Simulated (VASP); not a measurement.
A run of VASP 6.6.1 is set up as follows.

The input INCAR:

```
SYSTEM = CsK2NbF6
ALGO     = Normal         ! electronic algorithm
EDIFF    = 1E-6           ! SCF threshold, eV
ENCUT    = 520            ! plane-wave cutoff, eV
GGA      = PS             ! functional
ISIF     = 2              ! what is computed and relaxed
ISMEAR   = 0              ! smearing method
LASPH    = .TRUE.         ! aspherical terms in the spheres
LCHARG   = .TRUE.         ! write CHGCAR
LELF     = .TRUE.         ! ELF
LREAL    = .FALSE.        ! projectors in reciprocal space
LVHAR    = .TRUE.       
LWAVE    = .FALSE.        ! write WAVECAR
NBANDS   = 52             ! bands
NELM     = 100            ! most SCF steps
PREC     = Accurate       ! precision mode
SIGMA    = 0.1            ! smearing width, eV
```

KPOINTS

```
k-points
0
G
  4 4 4
  0 0 0
```

Contents of POSCAR:

```
CsK2NbF6
1.0
    0.0000000000      4.8795260000      4.8795260000
    4.8795260000      0.0000000000      4.8795260000
    4.8795260000      4.8795260000      0.0000000000
K Cs Nb F
2 1 1 6
Direct
    0.2500000000      0.2500000000      0.2500000000
    0.7500000000      0.7500000000      0.7500000000
    0.5000000000      0.5000000000      0.5000000000
    0.0000000000      0.0000000000      0.0000000000
    0.2156720000      0.2156720000      0.7843280000
    0.2156720000      0.7843280000      0.7843280000
    0.7843280000      0.7843280000      0.2156720000
    0.2156720000      0.7843280000      0.2156720000
    0.7843280000      0.2156720000      0.7843280000
    0.7843280000      0.2156720000      0.2156720000
```

Potentials or basis: VASP PAW PBE potentials, release 64 (K_sv, Cs_sv, Nb_sv, F).

Launch:

```console
$ cat potpaw_PBE.64/K_sv/POTCAR potpaw_PBE.64/Cs_sv/POTCAR potpaw_PBE.64/Nb_sv/POTCAR potpaw_PBE.64/F/POTCAR > POTCAR
$ mpirun -np 1 vasp_std > vasp.out
```

Problem. What does it give for the largest force?

Solution. 0.847 eV/Å.

Problem. What does it give for the pressure?

Solution. -3.0 GPa.

Problem. Predict the band gap on the k mesh.

Solution. Zero (band 41 reaches 3.18 eV, above the bottom of band 42 at 3.09 eV).

Forces in eV/Å, atoms in the order of the input:
```
K    0.000  0.000  0.000
K    0.000  0.000  0.000
Cs   0.000  0.000  0.000
Nb   0.000  0.000  0.000
F    0.000  0.000 -0.847
F    0.847  0.000  0.000
F    0.000  0.000  0.847
F    0.000 -0.847  0.000
F    0.000  0.847  0.000
F   -0.847  0.000  0.000
```

Caveat: the PAW data sets were made with another functional, which shifts forces and pressure a little; spin-orbit coupling is left out, which moves the levels of the heavy elements.
